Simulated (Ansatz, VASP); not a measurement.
# Two plane-wave programs on ReHg2Sb2

```xyz
5
Lattice="3.6832 0.0000 0.0000 0.0000 3.6832 0.0000 0.0000 0.0000 9.5265" Properties=species:S:1:pos:R:3 pbc="T T T"
Re    0.0000    0.0000    0.0000
Hg    0.0000    1.8416    4.7633
Hg    1.8416    0.0000    4.7633
Sb    1.8416    1.8416    1.4985
Sb    1.8416    1.8416    8.0280
```

Change from the starting cell: species swapped into the CeMg2Si2 type (P4/mmm, No. 123).

Alike in both runs: functional PBE; k mesh 4 × 4 × 4; occupations gaussian, width 0.1 eV; no spin polarisation.

Ansatz relaxed the structure, and its values are those at the end. VASP's run is a single point on that final structure, the one shown.

|  | VASP | Ansatz |
| --- | --- | --- |
| version | VASP 6.6.1 | Ansatz 0.2.0 |
| potentials or method | VASP PAW PBE potentials, release 64 (Re, Hg, Sb), cutoff 520 eV | scalar-relativistic, plane waves, PAW |
| valence electrons in the cell | 41 | 85 |

```csv
,VASP,Ansatz,Ansatz less VASP
gap on the k mesh at the Fermi level (eV),none,none,-
pressure (GPa),0.6,0.2,-0.49
rms of the force components (eV/Å),0.013,0.005,-0.0084
```

A gap of «none» marks a metal or a gap that the smearing closes. VASP's potentials hold 41 valence electrons a cell and Ansatz's 85, so a difference there can come from the potentials and not from the codes.

The k mesh is coarse, so the values compare programs but aren't converged. Spin-orbit coupling is off throughout.
